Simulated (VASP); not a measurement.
# Y (Fm-3m) in VASP: single point with PBEsol

Aim: the single point of Y with PBEsol.

All numbers are computed with VASP 6.6.1; they aren't measurements. Logs are shortened: lines on timing, memory, paths and dates and some standing lists are left out, and cuts for length are marked.

## Step 1: The cell of the first run

It takes space group Fm-3m (No. 225, cubic). The conventional cell has a = 4.970 Å, b = 4.970 Å, c = 4.970 Å, α = 90.00°, β = 90.00°, γ = 90.00°. Y (site symmetry m-3m) has 12 Y at 3.51 Å within 4.6 Å.

## Step 2: Single point, PBEsol

The input, INCAR:

```
SYSTEM = Y
ALGO = Normal
EDIFF = 1E-6
ENCUT = 520
GGA = PS
ISIF = 2
ISMEAR = -1
LASPH = .TRUE.
LCHARG = .TRUE.
LELF = .TRUE.
LREAL = .FALSE.
LVHAR = .TRUE.
LWAVE = .FALSE.
NBANDS = 12
NELM = 100
PREC = Accurate
SIGMA = 0.15
```

The input, KPOINTS:

```
k-points
0
G
  8 8 8
  0 0 0
```

The input, POSCAR:

```
Y
1.0
    3.5143210000      0.0000000000      0.0000000000
    1.7571605000      3.0434912631      0.0000000000
    1.7571605000      1.0144970877      2.8694310808
Y
1
Direct
    0.0000000000      0.0000000000      0.0000000000
```

Potentials or basis: VASP PAW PBE potentials, release 64 (Y_sv).

Started as:

```sh
$ cat potpaw_PBE.64/Y_sv/POTCAR > POTCAR
$ mpirun -np 1 vasp_std > vasp.out
```

OUTCAR:

```text
SYSTEM = Y
   EDIFF = 1E-6
   ENCUT = 520
   GGA = PS
   ISIF = 2
   ISMEAR = -1
   LASPH = .TRUE.
   LREAL = .FALSE.
   NELM = 100
   PREC = Accurate

 ion  position               nearest neighbor table
   1  0.000  0.000  0.000-

  LATTYP: Found a face centered cubic cell.
 ALAT       =     4.9700004208

  Lattice vectors:

 A1 = (   3.5143210000,   0.0000000000,   0.0000000000)
 A2 = (   1.7571605000,   3.0434912631,   0.0000000000)
 A3 = (   1.7571605000,   1.0144970877,   2.8694310808)

Analysis of symmetry for initial positions (statically):
=====================================================================
 Subroutine PRICEL returns:
 Original cell was already a primitive cell.

 Routine SETGRP: Setting up the symmetry group for a
 face centered cubic supercell.

 Subroutine GETGRP returns: Found 48 space group operations
 (whereof 48 operations were pure point group operations)
 out of a pool of 48 trial point group operations.

The static configuration has the point symmetry O_h .

Analysis of symmetry for dynamics (positions and initial velocities):
=====================================================================
 Subroutine PRICEL returns:
 Original cell was already a primitive cell.

 Routine SETGRP: Setting up the symmetry group for a
 face centered cubic supercell.

 Subroutine GETGRP returns: Found 48 space group operations
 (whereof 48 operations were pure point group operations)
 out of a pool of 48 trial point group operations.

The dynamic configuration has the point symmetry O_h .

 Subroutine INISYM returns: Found 48 space group operations
 (whereof 48 operations are pure point group operations),
 and found     1 'primitive' translations

----------------------------------------------------------------------------------------

                                     Primitive cell

  volume of cell :      30.6909

  direct lattice vectors                    reciprocal lattice vectors
     3.514321000  0.000000000  0.000000000     0.284549988 -0.164285012 -0.116167046
     1.757160500  3.043491263  0.000000000     0.000000000  0.328570025 -0.116167046
     1.757160500  1.014497088  2.869431081     0.000000000  0.000000000  0.348501139

  length of vectors
     3.514321000  3.514321000  3.514321000     0.348501139  0.348501139  0.348501139

  position of ions in fractional coordinates (direct lattice)
     0.000000000  0.000000000  0.000000000

  ion indices of the primitive-cell ions
   primitive index   ion index
                 1           1

----------------------------------------------------------------------------------------

 KPOINTS: k-points

Automatic generation of k-mesh.
 Grid dimensions read from file:
 generate k-points for:    8    8    8

 Generating k-lattice:

  Cartesian coordinates                     Fractional coordinates (reciprocal lattice)
     0.035568749 -0.020535627 -0.014520881     0.125000000  0.000000000  0.000000000
     0.000000000  0.041071253 -0.014520881     0.000000000  0.125000000  0.000000000
     0.000000000  0.000000000  0.043562642     0.000000000  0.000000000  0.125000000

  Length of vectors
     0.043562642  0.043562642  0.043562642

  Shift w.r.t. Gamma in fractional coordinates (k-lattice)
     0.000000000  0.000000000  0.000000000

 Subroutine IBZKPT returns following result:
 ===========================================

 Found     29 irreducible k-points:

 Following reciprocal coordinates:
            Coordinates               Weight
  0.000000  0.000000  0.000000      1.000000
  0.125000  0.000000 -0.000000      8.000000
  0.250000  0.000000 -0.000000      8.000000
  0.375000  0.000000 -0.000000      8.000000
  0.500000  0.000000 -0.000000      4.000000
  0.125000  0.125000 -0.000000      6.000000
[... 16 lines left out ...]
  0.500000  0.250000  0.125000     48.000000
 -0.375000  0.250000  0.125000     24.000000
 [... further k-points ...]
   k-points           NKPTS =     29   k-points in BZ     NKDIM =     29   number of bands    NBANDS=     12
   number of dos      NEDOS =    301   number of ions     NIONS =      1
   total plane-waves  NPLWV =  21952
   dimension x,y,z NGX =    28 NGY =   28 NGZ =   28
   dimension x,y,z NGXF=    56 NGYF=   56 NGZF=   56
   ions per type =               1
   NGX,Y,Z   is equivalent  to a cutoff of  13.25, 13.25, 13.25 a.u.
   NGXF,Y,Z  is equivalent  to a cutoff of  26.49, 26.49, 26.49 a.u.
 SYSTEM =  Y
   PREC   = accura    normal or accurate (medium, high low for compatibility)
   ISTART =      0    job   : 0-new  1-cont  2-samecut
   ICHARG =      2    charge: 1-file 2-atom 10-const
   ISPIN  =      1    spin polarized calculation?
   LNONCOLLINEAR =      F non collinear calculations
   LSORBIT =      F    spin-orbit coupling
   LASPH  =      T    aspherical Exc in radial PAW
   ENCUT  =  520.0 eV  38.22 Ry    6.18 a.u.   6.53  6.53  6.53*2*pi/ulx,y,z
   NELM   =    100;   NELMIN=  2; NELMDL= -5     # of ELM steps
   EDIFF  = 0.1E-05   stopping-criterion for ELM
   LREAL  =      F    real-space projection
   EDIFFG = 0.1E-04   stopping-criterion for IOM
   NSW    =      0    number of steps for IOM
   IBRION =     -1    ionic relax: 0-MD 1-quasi-New 2-CG
   NFREE  =      0    steps in history (QN), initial steepest desc. (CG)
   ISIF   =      2    stress and relaxation
   ISYM   =      2    0-nonsym 1-usesym 2-fastsym
   POTIM  = 0.5000    time-step for ionic-motion
   TEBEG  =    0.0;   TEEND  =   0.0 temperature during run
   PSTRESS=    0.0 pullay stress
   NELECT =      11.0000    total number of electrons
   NUPDOWN=      -1.0000    fix difference up-down
   EMIN   =  10.00;   EMAX   =-10.00  energy-range for DOS
   EFERMI =   0.00;   METHOD = LEGACY
   ISMEAR =    -1;   SIGMA  =   0.15  broadening in eV -4-tet -1-fermi 0-gaus
   EFERMI_NEDOS =   21; number of points for ismear=-14 and -15
   IALGO  =     38    algorithm
   IMIX   =      4    mixing-type and parameters
     AMIX     =   0.40;   BMIX     =  1.00
     AMIX_MAG =   1.60;   BMIX_MAG =  1.00
  volume/ion in A,a.u.               =      30.69       207.11
  Fermi-wavevector in a.u.,A,eV,Ry     =   1.162883  2.197530 18.399111  1.352297
  Thomas-Fermi vector in A             =   2.299439
   LORBIT       =      0    0 simple, 1 ext, 2 COOP (PROOUT), +10 PAW based schemes
   GGA     = PS    functional components
   LHFCALC =     F    Hartree Fock is set to
   AEXX    =    0.0000 exact exchange contribution
   IVDW    =     0    specifies the selected vdW correction
   LEPSILON=     F    determine dielectric tensor
   LRPA    =     F    only Hartree local field effects (RPA)
 non-spin polarized calculation
  energy-cutoff  :      520.00
  volume of cell :       30.69
 maximum number of plane-waves:       869
 NGX is ok and might be reduce to    28
   NGX = 13   NGY = 13   NGZ = 13

 number of electron      10.9999999 magnetization

 Free energy of the ion-electron system (eV)
  ---------------------------------------------------
  ext. energy  EPLUGINS =         0.00000000
  ---------------------------------------------------
  free energy    TOTEN  =        -6.85768030 eV

  energy without entropy =       -6.74661130  energy(sigma->0) =       -6.80214580

 E-fermi :   3.2604     XC(G=0):  -9.7998

 val. band max:        3.1264246667   @ k =  -0.3750   0.2500   0.1250
 cond. band min:       3.3143171436   @ k =   0.5000   0.2500   0.1250
 fundamental gap:      0.1878924769
 Fermi energy:         3.2604255518

 k-point     1 :       0.0000    0.0000    0.0000
  band No.  band energies     occupation
      1     -39.1791      2.00000
      2     -18.8469      2.00000
      3     -18.8469      2.00000
      4     -18.8469      2.00000
      5      -1.5899      2.00000
      6       5.1064      0.00001
      7       5.1064      0.00001
      8       5.1064      0.00001
      9       7.2679      0.00000
     10       7.2679      0.00000
     11      12.4197      0.00000
     12      15.8474      0.00000

 k-point     2 :       0.1250    0.0000   -0.0000
  band No.  band energies     occupation
      1     -39.1668      2.00000
      2     -18.9547      2.00000
      3     -18.8603      2.00000
      4     -18.8603      2.00000
      5      -1.1814      2.00000
      6       4.6847      0.00015
      7       5.2808      0.00000
      8       5.2808      0.00000
      9       7.0847      0.00000
     10       7.0847      0.00000
     11      13.2715      0.00000
     12      14.5303      0.00000

 k-point     3 :       0.2500    0.0000   -0.0000
  band No.  band energies     occupation
      1     -39.1368      2.00000
      2     -19.2063      2.00000
      3     -18.8924      2.00000
      4     -18.8924      2.00000
      5      -0.1452      2.00000
      6       4.0024      0.01411
      7       5.3707      0.00000
      8       5.3707      0.00000
      9       7.2358      0.00000
     10       7.2358      0.00000
     11      12.6335      0.00000
     12      15.1733      0.00000
[... 286 lines left out ...]
 k-point    23 :       0.5000    0.2500    0.1250
  band No.  band energies     occupation
      1     -39.0901      2.00000
      2     -19.3927      2.00000
      3     -19.0975      2.00000
      4     -18.9740      2.00000
      5       1.7588      1.99991
      6       3.3143      0.82227
      7       4.0289      0.01185
      8       5.9990      0.00000
      9       7.6609      0.00000
     10       9.5221      0.00000
     11      12.0556      0.00000
     12      14.7477      0.00000

 k-point    24 :      -0.3750    0.2500    0.1250
  band No.  band energies     occupation
      1     -39.0800      2.00000
      2     -19.4470      2.00000
      3     -19.1217      2.00000
      4     -18.9952      2.00000
      5       2.2062      1.99823
      6       3.1264      1.41916
      7       4.1742      0.00451
      8       5.8079      0.00000
      9       8.4175      0.00000
     10       9.8848      0.00000
     11      10.8255      0.00000
     12      14.4358      0.00000

 [... further k-points ...]
[... 5 lines left out ...]
  --------------------------------------------------------------------------------------
  -------------------------------------------------------------------------------------
  Total        0.0761376      0.0761376      0.0761376     -0.0000000     -0.0000000      0.0000000
  in kB        3.9746644      3.9746644      3.9746644     -0.0000000     -0.0000000      0.0000000
  external PRESSURE =       3.9746644 kB  Pullay stress =       0.0000000 kB

 VOLUME and BASIS-vectors are now :
 -----------------------------------------------------------------------------
  energy-cutoff  :      520.00
  volume of cell :       30.69
      direct lattice vectors                 reciprocal lattice vectors
     3.514321000  0.000000000  0.000000000     0.284549988 -0.164285012 -0.116167046
     1.757160500  3.043491263  0.000000000     0.000000000  0.328570025 -0.116167046
     1.757160500  1.014497088  2.869431081     0.000000000  0.000000000  0.348501139

 POSITION                                       TOTAL-FORCE (eV/Angst)
 -----------------------------------------------------------------------------------
      0.00000      0.00000      0.00000         0.000000      0.000000      0.000000
 -----------------------------------------------------------------------------------
    total drift:                               -0.000000     -0.000000     -0.000000

  FREE ENERGIE OF THE ION-ELECTRON SYSTEM (eV)
  ---------------------------------------------------
  free  energy   TOTEN  =        -6.8576803006 eV

  energy  without entropy=       -6.7466113014  energy(sigma->0) =       -6.80214580
```

It took 8.5 s on 1 thread of AMD EPYC 9R45 (Zen 5), shared host; peak memory 0.14 GiB.

Results:

- Free energy: -6.8577 eV
- Pressure: 0.4 GPa

Levels at points of the mesh, in eV from the Fermi level:
| k point | band 2 | band 3 | band 4 | band 5 | band 6 | band 7 | band 8 | band 9 |
| --- | --- | --- | --- | --- | --- | --- | --- | --- |
| (0.00, 0.00, 0.00) | -22.11 | -22.11 | -22.11 | -4.85 | 1.85 | 1.85 | 1.85 | 4.01 |
| (0.50, 0.00, 0.00) | -22.80 | -22.20 | -22.20 | -2.06 | 0.82 | 1.66 | 1.66 | 5.59 |
| (0.50, 0.50, 0.00) | -22.76 | -22.35 | -22.35 | -1.88 | -0.98 | 2.36 | 5.60 | 6.05 |

Caveat: the PAW data sets were made with another functional, which shifts forces and pressure a little.
